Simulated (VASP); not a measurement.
# PtS2 in VASP: notebook

PtS2 is run at these levels: r2SCAN; tasks: single point, relaxation of shape and atoms at fixed volume.

All numbers are computed with VASP 6.6.1; they aren't measurements. Logs are shortened: lines on timing, memory, paths and dates and some standing lists are left out, and cuts for length are marked.

### 1 The cell of the first run

The typed cell holds 3 atoms: a = 3.548 Å, b = 3.555 Å, c = 5.529 Å, α = 90.91°, β = 90.51°, γ = 120.99°.

### 2 Single point, r2SCAN (atoms moved at random and the cell strained at random)

File POSCAR:

```
PtS2
1.0
    3.5480284074     -0.0328815182     -0.0158716454
   -1.8024904338      3.0642195277     -0.0283226983
   -0.0250329691     -0.0660343436      5.5285234555
Pt S
1 2
Direct
    0.0023809043      0.0148544964     -0.0039018414
    0.3441541743      0.6631264906      0.2299192334
    0.6534649214      0.3220190130      0.7739826080
```

File INCAR.step1:

```
SYSTEM = PtS2
PREC = Accurate
ENCUT = 550
ISMEAR = 0
SIGMA = 0.05
LREAL = .FALSE.
LASPH = .TRUE.
NELM = 120
NBANDS = 18
GGA = PE
ALGO = Normal
EDIFF = 1E-5
LWAVE = .TRUE.
LCHARG = .FALSE.
GGA_COMPAT = .FALSE.
```

File INCAR.step2:

```
SYSTEM = PtS2
PREC = Accurate
ENCUT = 550
EDIFF = 1E-6
ISMEAR = 0
SIGMA = 0.05
LREAL = .FALSE.
LASPH = .TRUE.
NELM = 120
ALGO = Normal
ISIF = 2
LWAVE = .FALSE.
LCHARG = .TRUE.
METAGGA = R2SCAN
LMIXTAU = .TRUE.
LELF = .TRUE.
LVHAR = .TRUE.
NBANDS = 18
ISTART = 1
GGA_COMPAT = .FALSE.
```

File KPOINTS:

```
Automatic mesh
0
G
  8 8 4
  0 0 0
```

Potentials or basis: VASP PAW PBE potentials, release 64 (Pt, S).

On the command line:

```bash
$ cat potpaw_PBE.64/Pt/POTCAR potpaw_PBE.64/S/POTCAR > POTCAR
$ cp INCAR.step1 INCAR
$ mpirun -np 1 vasp_std > vasp.out
$ cp INCAR.step2 INCAR
$ mpirun -np 1 vasp_std > vasp.out
```

OUTCAR:

```text
SYSTEM = PtS2
   PREC = Accurate
   ENCUT = 550
   EDIFF = 1E-6
   ISMEAR = 0
   LREAL = .FALSE.
   LASPH = .TRUE.
   NELM = 120
   ISIF = 2
   METAGGA = R2SCAN
   ISTART = 1

 ion  position               nearest neighbor table
   1  0.002  0.015  0.996-   2 2.34   3 2.35   3 2.38   2 2.41   3 2.42   2 2.51
   2  0.344  0.663  0.230-   1 2.34   1 2.41   1 2.51
   3  0.653  0.322  0.774-   1 2.35   1 2.38   1 2.42

  LATTYP: Found a triclinic cell.
 ALAT       =     3.4982661541
 B/A-ratio  =     1.0142785344
 C/A-ratio  =     1.5804899441
 COS(alpha) =     0.0088894467
 COS(beta)  =     0.0252405291
 COS(gamma) =     0.4909722671

  Lattice vectors:

 A1 = (   1.7455379736,   3.0313380095,  -0.0441943437)
 A2 = (   3.5480284074,  -0.0328815182,  -0.0158716454)
 A3 = (   0.0250329691,   0.0660343436,  -5.5285234555)

Analysis of symmetry for initial positions (statically):
=====================================================================
 Subroutine PRICEL returns:
 Original cell was already a primitive cell.

 Routine SETGRP: Setting up the symmetry group for a
 triclinic supercell.

 Subroutine GETGRP returns: Found  1 space group operations
 (whereof  1 operations were pure point group operations)
 out of a pool of  2 trial point group operations.

The static configuration has the point symmetry C_1 .

Analysis of symmetry for dynamics (positions and initial velocities):
=====================================================================
 Subroutine PRICEL returns:
 Original cell was already a primitive cell.

 Routine SETGRP: Setting up the symmetry group for a
 triclinic supercell.

 Subroutine GETGRP returns: Found  1 space group operations
 (whereof  1 operations were pure point group operations)
 out of a pool of  2 trial point group operations.

The dynamic configuration has the point symmetry C_1 .

 Subroutine INISYM returns: Found  1 space group operations
 (whereof  1 operations are pure point group operations),
 and found     1 'primitive' translations

----------------------------------------------------------------------------------------

                                     Primitive cell

  volume of cell :      59.7683

  direct lattice vectors                    reciprocal lattice vectors
     3.548028407 -0.032881518 -0.015871645     0.283406600  0.166740808  0.003274858
    -1.802490434  3.064219528 -0.028322698     0.003059050  0.328183185  0.003933770
[... 80 lines left out ...]
   ICHARG =      0    charge: 1-file 2-atom 10-const
   ISPIN  =      1    spin polarized calculation?
   LNONCOLLINEAR =      F non collinear calculations
   LSORBIT =      F    spin-orbit coupling
   LASPH  =      T    aspherical Exc in radial PAW
   ENCUT  =  550.0 eV  40.42 Ry    6.36 a.u.   6.78  6.80 10.57*2*pi/ulx,y,z
   NELM   =    120;   NELMIN=  2; NELMDL=  0     # of ELM steps
   EDIFF  = 0.1E-05   stopping-criterion for ELM
   LREAL  =      F    real-space projection
   EDIFFG = 0.1E-04   stopping-criterion for IOM
   NSW    =      0    number of steps for IOM
   IBRION =     -1    ionic relax: 0-MD 1-quasi-New 2-CG
   NFREE  =      0    steps in history (QN), initial steepest desc. (CG)
   ISIF   =      2    stress and relaxation
   ISYM   =      2    0-nonsym 1-usesym 2-fastsym
   POTIM  = 0.5000    time-step for ionic-motion
   TEBEG  =    0.0;   TEEND  =   0.0 temperature during run
   PSTRESS=    0.0 pullay stress
   NELECT =      22.0000    total number of electrons
   NUPDOWN=      -1.0000    fix difference up-down
   EMIN   =  10.00;   EMAX   =-10.00  energy-range for DOS
   EFERMI =   0.00;   METHOD = LEGACY
   ISMEAR =     0;   SIGMA  =   0.05  broadening in eV -4-tet -1-fermi 0-gaus
   EFERMI_NEDOS =   21; number of points for ismear=-14 and -15
   IALGO  =     38    algorithm
   IMIX   =      4    mixing-type and parameters
     AMIX     =   0.40;   BMIX     =  1.00
     AMIX_MAG =   1.60;   BMIX_MAG =  1.00
  volume/ion in A,a.u.               =      19.92       134.45
  Fermi-wavevector in a.u.,A,eV,Ry     =   1.173254  2.217128 18.728757  1.376525
  Thomas-Fermi vector in A             =   2.309670
   LORBIT       =      0    0 simple, 1 ext, 2 COOP (PROOUT), +10 PAW based schemes
   METAGGA = R2SCAN    functional components
   LHFCALC =     F    Hartree Fock is set to
   AEXX    =    0.0000 exact exchange contribution
   IVDW    =     0    specifies the selected vdW correction
   LEPSILON=     F    determine dielectric tensor
   LRPA    =     F    only Hartree local field effects (RPA)
 non-spin polarized calculation
 Gauss-broadening in eV      SIGMA  =   0.05
  energy-cutoff  :      550.00
  volume of cell :       59.77
 maximum number of plane-waves:      1766
   NGX = 13   NGY = 13   NGZ = 21

 number of electron      22.0000001 magnetization

 Free energy of the ion-electron system (eV)
  ---------------------------------------------------
  ext. energy  EPLUGINS =         0.00000000
  ---------------------------------------------------
  free energy    TOTEN  =       -68.78910767 eV

  energy without entropy =      -68.78910767  energy(sigma->0) =      -68.78910767

 E-fermi :   5.3629     XC(G=0): -10.7669

 val. band max:        5.0751845797   @ k =  -0.1250  -0.0000   0.2500
 cond. band min:       6.1973570268   @ k =   0.2500  -0.2500   0.2500
 fundamental gap:      1.1221724471
 Fermi energy:         5.3628836777

 k-point     1 :       0.0000    0.0000    0.0000
  band No.  band energies     occupation
      1     -10.1227      2.00000
      2      -7.6188      2.00000
      3      -1.3857      2.00000
      4      -1.1066      2.00000
      5      -1.0681      2.00000
      6       1.5211      2.00000
[... 481 lines left out ...]
      5      -0.2223      2.00000
      6       0.7811      2.00000
[... 10 lines left out ...]
     17      15.6803      0.00000
     18      15.9914      0.00000

 [... further k-points ...]
[... 5 lines left out ...]
  --------------------------------------------------------------------------------------
  -------------------------------------------------------------------------------------
  Total       -0.3274661      0.6708918     -0.3738413      0.7672308      0.6193793     -0.7629818
  in kB       -8.7782069     17.9842332    -10.0213606     20.5667402     16.6033668    -20.4528415
  external PRESSURE =      -0.2717781 kB  Pullay stress =       0.0000000 kB

 VOLUME and BASIS-vectors are now :
 -----------------------------------------------------------------------------
  energy-cutoff  :      550.00
  volume of cell :       59.77
      direct lattice vectors                 reciprocal lattice vectors
     3.548028407 -0.032881518 -0.015871645     0.283406600  0.166740808  0.003274858
    -1.802490434  3.064219528 -0.028322698     0.003059050  0.328183185  0.003933770
    -0.025032969 -0.066034344  5.528523456     0.000829294  0.002159977  0.180909677

 POSITION                                       TOTAL-FORCE (eV/Angst)
 -----------------------------------------------------------------------------------
     -0.04326     -0.02034      5.50649         0.314991     -1.151540      0.510962
      0.02003      2.00547      1.24687        -0.463193      0.773654     -0.454904
      1.71870      0.91414      4.25949         0.148202      0.377886     -0.056058
 -----------------------------------------------------------------------------------
    total drift:                               -0.000026     -0.000063      0.000023

  FREE ENERGIE OF THE ION-ELECTRON SYSTEM (eV)
  ---------------------------------------------------
  free  energy   TOTEN  =       -68.7891076712 eV

  energy  without entropy=      -68.7891076712  energy(sigma->0) =      -68.78910767
```

It took 11 min on 1 thread of Intel Xeon 8259CL, shared host; peak memory 0.29 GiB.

What came out:

```yaml
Free_energy: -68.7891 eV
Pressure: 0.0 GPa
Largest_force: 1.299 eV/Å
Band_gap_on_the_k_mesh: 1.12 eV (least direct gap 1.24 eV)
```

Forces in eV/Å, atoms in the order of the input:
```
Pt   0.315 -1.152  0.511
S   -0.463  0.774 -0.455
S    0.148  0.378 -0.056
```

Stress tensor (GPa, compression positive):
```
-0.88  2.06 -2.05
 2.06  1.80  1.66
-2.05  1.66 -1.00
```

Caveat: the cell differs from its parent crystal (atoms moved at random and the cell strained at random); the PAW data sets were made with another functional, which shifts forces and pressure a little; spin-orbit coupling is left out, which moves the levels of the heavy elements.

(Part 1 of 2 ends here.)
